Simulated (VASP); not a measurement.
A run of VASP 6.6.1 is set up as follows.

Contents of POSCAR:

```
BaTiO3
1.0
    2.7842819699      1.6075059449      2.2802235600
   -2.7842819699      1.6075059449      2.2802235600
    0.0000000000     -3.2150118897      2.2802235600
Ba Ti O
1 1 3
Direct
    0.0008521763      0.0008521763      0.0008521763
    0.5119158931      0.5119158931      0.5119158931
    0.4907978543      0.4907978543      0.9843362220
    0.4907978543      0.9843362220      0.4907978543
    0.9843362220      0.4907978543      0.4907978543
```

Contents of INCAR.step1:

```
SYSTEM = BaTiO3
  PREC = Accurate
  ENCUT = 600
  ISMEAR = 0
  SIGMA = 0.02
  LREAL = .FALSE.
  LASPH = .TRUE.
  NELM = 100
  GGA = PE
  ALGO = Normal
  EDIFF = 1E-4
  LWAVE = .TRUE.
  LCHARG = .FALSE.
```

INCAR.step2

```
SYSTEM = BaTiO3
  PREC = Accurate
  ENCUT = 600
  EDIFF = 1E-6
  ISMEAR = 0
  SIGMA = 0.02
  LREAL = .FALSE.
  LASPH = .TRUE.
  NELM = 100
  ALGO = Normal
  ISIF = 4
  LWAVE = .FALSE.
  LCHARG = .FALSE.
  METAGGA = R2SCAN
  LMIXTAU = .TRUE.
  IBRION = 2
  NSW = 50
  EDIFFG = -0.01
  ISTART = 1
```

KPOINTS

```
Automatic mesh
0
G
  6 6 6
  0 0 0
```

Potentials or basis: VASP PAW PBE potentials, release 64 (Ba_sv, Ti_sv, O).

Launch:

```bash
$ cat potpaw_PBE.64/Ba_sv/POTCAR potpaw_PBE.64/Ti_sv/POTCAR potpaw_PBE.64/O/POTCAR > POTCAR
$ cp INCAR.step1 INCAR
$ mpirun -np 1 vasp_std > vasp.out
$ cp INCAR.step2 INCAR
$ mpirun -np 1 vasp_std > vasp.out
```

Task: Estimate the band gap on the k mesh.

Result: 2.32 eV, indirect (least direct gap 2.46 eV).

Forces on the atoms (eV/Å):
```
Ba   0.000  0.000 -0.003
Ti   0.000  0.000 -0.009
O    0.000  0.004  0.004
O    0.004 -0.002  0.004
O   -0.004 -0.002  0.004
```

Caveat: the PAW data sets were made with another functional, which shifts forces and pressure a little; spin-orbit coupling is left out, which moves the levels of the heavy elements. A k mesh can miss the band edges.
